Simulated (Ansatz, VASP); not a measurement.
## Li2Pd in VASP and in Ansatz

```
CELL_PARAMETERS angstrom
4.31531 0.00000 0.00000
-2.15765 3.73717 0.00000
0.00000 0.00000 26.53190
ATOMIC_POSITIONS crystal
Li 0.33333 0.66667 0.31955
Li 0.66667 0.33333 0.31955
Pd 0.00000 0.00000 0.29121
```

Alike in both runs: functional PBE; k mesh 6 × 6 × 1; occupations gaussian, width 0.1 eV; no spin polarisation.

Ansatz relaxed the structure, and its values are those at the end. VASP's run is a single point on that final structure, the one shown.

|  | VASP | Ansatz |
| --- | --- | --- |
| version | VASP 6.6.1 | Ansatz 0.2.0 |
| potentials or method | VASP PAW PBE potentials, release 64 (Li_sv, Pd), cutoff 520 eV | scalar-relativistic, plane waves, PAW |
| valence electrons in the cell | 16 | 24 |

VASP gave:

- gap on the k mesh at the Fermi level (eV): 1.02
- least direct gap on the mesh (eV): 1.02
- rms of the force components (eV/Å): 0.003

Which values does Ansatz return?

gap on the k mesh at the Fermi level (eV): 1.02; least direct gap on the mesh (eV): 1.02; rms of the force components (eV/Å): 0.008.

VASP's potentials hold 16 valence electrons a cell and Ansatz's 24, so a difference there can come from the potentials and not from the codes. Ansatz's warnings: slab cell height set.

Noted on VASP's run: the cutoff is under 1.25 times that of the potentials, so the pressure is a little rough.
